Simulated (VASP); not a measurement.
# InAs (Fm-3m) in VASP: a series of runs, part 2 of 2

VASP 6.6.1.

## 3. Single point, LDA

INCAR reads:

```
  PREC = Accurate
  ENCUT = 500
  EDIFF = 1E-6
  ISMEAR = -1
  SIGMA = 0.1
  LREAL = False
  LASPH = True
  NELM = 120
  ALGO = Normal
  ISIF = 2
  LWAVE = False
  LCHARG = False
  NBANDS = 16
  GGA_COMPAT = False
```

KPOINTS reads:

```
Automatic mesh
0
Gamma
  7 7 7
```

POSCAR reads:

```
InAs
1.0
    0.0000000000      2.8773040000      2.8773040000
    2.8773040000      0.0000000000      2.8773040000
    2.8773040000      2.8773040000      0.0000000000
In As
1 1
Direct
    0.5000000000      0.5000000000      0.5000000000
    0.0000000000      0.0000000000      0.0000000000
```

Potentials or basis: VASP PAW LDA potentials, release 64 (In_d, As).

The run is started by

```sh
$ cat potpaw_LDA.64/In_d/POTCAR potpaw_LDA.64/As/POTCAR > POTCAR
$ mpirun -np 1 vasp_std > vasp.out
```

OUTCAR:

```text
PREC = Accurate
   ENCUT = 500
   EDIFF = 1E-6
   ISMEAR = -1
   LREAL = False
   LASPH = True
   NELM = 120
   ISIF = 2

 ion  position               nearest neighbor table
   1  0.500  0.500  0.500-   2 2.88   2 2.88   2 2.88   2 2.88   2 2.88   2 2.88
   2  0.000  0.000  0.000-   1 2.88   1 2.88   1 2.88   1 2.88   1 2.88   1 2.88

  LATTYP: Found a face centered cubic cell.
 ALAT       =     5.7546080000

  Lattice vectors:

 A1 = (   0.0000000000,   2.8773040000,   2.8773040000)
 A2 = (   2.8773040000,   0.0000000000,   2.8773040000)
 A3 = (   2.8773040000,   2.8773040000,   0.0000000000)

Analysis of symmetry for initial positions (statically):
=====================================================================
 Subroutine PRICEL returns:
 Original cell was already a primitive cell.

 Routine SETGRP: Setting up the symmetry group for a
 face centered cubic supercell.

 Subroutine GETGRP returns: Found 48 space group operations
 (whereof 48 operations were pure point group operations)
 out of a pool of 48 trial point group operations.

The static configuration has the point symmetry O_h .

Analysis of symmetry for dynamics (positions and initial velocities):
=====================================================================
 Subroutine PRICEL returns:
 Original cell was already a primitive cell.

 Routine SETGRP: Setting up the symmetry group for a
 face centered cubic supercell.

 Subroutine GETGRP returns: Found 48 space group operations
 (whereof 48 operations were pure point group operations)
 out of a pool of 48 trial point group operations.

The dynamic configuration has the point symmetry O_h .

 Subroutine INISYM returns: Found 48 space group operations
 (whereof 48 operations are pure point group operations),
 and found     1 'primitive' translations

----------------------------------------------------------------------------------------

                                     Primitive cell
[... 104 lines left out ...]
   IMIX   =      4    mixing-type and parameters
     AMIX     =   0.40;   BMIX     =  1.00
     AMIX_MAG =   1.60;   BMIX_MAG =  1.00
  volume/ion in A,a.u.               =      23.82       160.75
  Fermi-wavevector in a.u.,A,eV,Ry     =   1.183505  2.236499 19.057448  1.400683
  Thomas-Fermi vector in A             =   2.319738
   LORBIT       =      0    0 simple, 1 ext, 2 COOP (PROOUT), +10 PAW based schemes
   GGA     = CA    functional components
   LHFCALC =     F    Hartree Fock is set to
   AEXX    =    0.0000 exact exchange contribution
   IVDW    =     0    specifies the selected vdW correction
   LEPSILON=     F    determine dielectric tensor
   LRPA    =     F    only Hartree local field effects (RPA)
 non-spin polarized calculation
  energy-cutoff  :      500.00
  volume of cell :       47.64
 maximum number of plane-waves:      1243
 NGX is ok and might be reduce to    30
   NGX = 15   NGY = 15   NGZ = 15

 number of electron      18.0000002 magnetization

 Free energy of the ion-electron system (eV)
  ---------------------------------------------------
  ext. energy  EPLUGINS =         0.00000000
  ---------------------------------------------------
  free energy    TOTEN  =        -8.73269898 eV

  energy without entropy =       -8.69857917  energy(sigma->0) =       -8.71563907

 E-fermi :   5.8023     XC(G=0): -10.3366

 val. band max:        5.7289078159   @ k =   0.2857   0.0000   0.0000
 cond. band min:       5.9176542484   @ k =   0.4286   0.0000   0.0000
 fundamental gap:      0.1887464325
 Fermi energy:         5.8022566198

 k-point     1 :       0.0000    0.0000    0.0000
  band No.  band energies     occupation
      1      -8.4742      2.00000
      2      -8.4742      2.00000
      3      -8.4502      2.00000
      4      -8.4502      2.00000
      5      -8.4502      2.00000
      6      -6.3671      2.00000
[... 357 lines left out ...]
      3      -8.4426      2.00000
      4      -8.4192      2.00000
      5      -8.3746      2.00000
      6      -3.9023      2.00000
[... 8 lines left out ...]
     15      16.4016      0.00000
     16      19.2653      0.00000

------------------------ aborting loop because EDIFF is reached ----------------------------------------

  FORCE on cell =-STRESS in cart. coord.  units (eV):
  Direction    XX          YY          ZZ          XY          YZ          ZX
  --------------------------------------------------------------------------------------
  -------------------------------------------------------------------------------------
  Total       -1.4641479     -1.4641479     -1.4641479     -0.0000000      0.0000000     -0.0000000
  in kB      -49.2388923    -49.2388923    -49.2388923     -0.0000000      0.0000000     -0.0000000
  external PRESSURE =     -49.2388923 kB  Pullay stress =       0.0000000 kB

 VOLUME and BASIS-vectors are now :
 -----------------------------------------------------------------------------
  energy-cutoff  :      500.00
  volume of cell :       47.64
      direct lattice vectors                 reciprocal lattice vectors
     0.000000000  2.877304000  2.877304000    -0.173773783  0.173773783  0.173773783
     2.877304000  0.000000000  2.877304000     0.173773783 -0.173773783  0.173773783
     2.877304000  2.877304000  0.000000000     0.173773783  0.173773783 -0.173773783

 POSITION                                       TOTAL-FORCE (eV/Angst)
 -----------------------------------------------------------------------------------
      2.87730      2.87730      2.87730         0.000000     -0.000000     -0.000000
      0.00000      0.00000      0.00000        -0.000000      0.000000      0.000000
 -----------------------------------------------------------------------------------
    total drift:                                0.000000      0.000000      0.000000

  FREE ENERGIE OF THE ION-ELECTRON SYSTEM (eV)
  ---------------------------------------------------
  free  energy   TOTEN  =        -8.7326989775 eV

  energy  without entropy=       -8.6985791665  energy(sigma->0) =       -8.71563907
```

stdout:

```text
POSCAR found type information on POSCAR InAs
 POSCAR found :  2 types and       2 ions
 scaLAPACK will be used
 LDA part: xc-table for (Slater(with rela. corr.)+CA(PZ))
 , standard interpolation
 POSCAR, INCAR and KPOINTS ok, starting setup
 FFT: planning ... GRIDC
 FFT: planning ... GRID_SOFT
 FFT: planning ... GRID
 WAVECAR not read
 entering main loop
```

Wall time 26 s (1 thread of Intel Xeon 8259CL, shared host); peak memory 0.15 GiB.

Results:

- Free energy: -8.7327 eV
- Pressure: -4.9 GPa
- Band gap on the k mesh: zero (bands 9 and 10 overlap by 2.45 eV)

Caveat: the cell stands under tension; spin-orbit coupling is left out, which moves the levels of the heavy elements.

## 4. Single point, r2SCAN

POSCAR is that of step 3.

INCAR.step1 reads:

```
PREC = Accurate
ENCUT = 550
ISMEAR = -1
SIGMA = 0.1
LREAL = F
LASPH = T
NELM = 120
NBANDS = 16
GGA = PE
ALGO = Normal
EDIFF = 1E-5
LWAVE = T
LCHARG = F
GGA_COMPAT = F
```

INCAR.step2 reads:

```
PREC = Accurate
ENCUT = 550
EDIFF = 1E-6
ISMEAR = -1
SIGMA = 0.1
LREAL = F
LASPH = T
NELM = 120
ALGO = Normal
ISIF = 2
LWAVE = F
LCHARG = F
METAGGA = R2SCAN
LMIXTAU = T
NBANDS = 16
ISTART = 1
GGA_COMPAT = F
```

KPOINTS is that of step 3.

Potentials or basis: VASP PAW PBE potentials, release 64 (In_d, As).

The run is started by

```sh
$ cat potpaw_PBE.64/In_d/POTCAR potpaw_PBE.64/As/POTCAR > POTCAR
$ cp INCAR.step1 INCAR
$ mpirun -np 1 vasp_std > vasp.out
$ cp INCAR.step2 INCAR
$ mpirun -np 1 vasp_std > vasp.out
```

Run time: 1.7 min. Hardware: 1 thread of Intel Xeon 8259CL, shared host; peak memory 0.19 GiB.

Results (log left out):

| Item | Value |
| --- | --- |
| Free energy | -37.5926 eV |
| Pressure | -2.2 GPa |
| Band gap on the k mesh | zero (bands 9 and 10 overlap by 2.51 eV) |

Levels at points of the mesh, in eV from the Fermi level:
```tsv
k point	band 6	band 7	band 8	band 9	band 10	band 11	band 12	band 13
(0.00, 0.00, 0.00)	-12.63	-0.31	-0.31	-0.31	-0.29	7.58	7.58	7.58
```

Caveat: the PAW data sets were made with another functional, which shifts forces and pressure a little; spin-orbit coupling is left out, which moves the levels of the heavy elements.

## 5. The runs side by side

```csv
level,potentials or basis,cutoff (eV),gap on the mesh (eV),pressure (GPa)
PBEsol,"VASP PAW PBE potentials, release 64 (In_d, As)",500,none,-3.2
LDA,"VASP PAW LDA potentials, release 64 (In_d, As)",500,none,-4.9
r2SCAN,"VASP PAW PBE potentials, release 64 (In_d, As)",550,none,-2.2
```

Alike in all rows: task single point; no spin polarisation; cell as given; k mesh 7 × 7 × 7; smearing fermi-dirac 0.1 eV.

Caveats: spin-orbit coupling is left out, which moves the levels of the heavy elements; the cell stands under tension (at least some runs); the PAW data sets were made with another functional, which shifts forces and pressure a little (at least some runs).

Absolute energies hang on the potentials; compare differences alone.
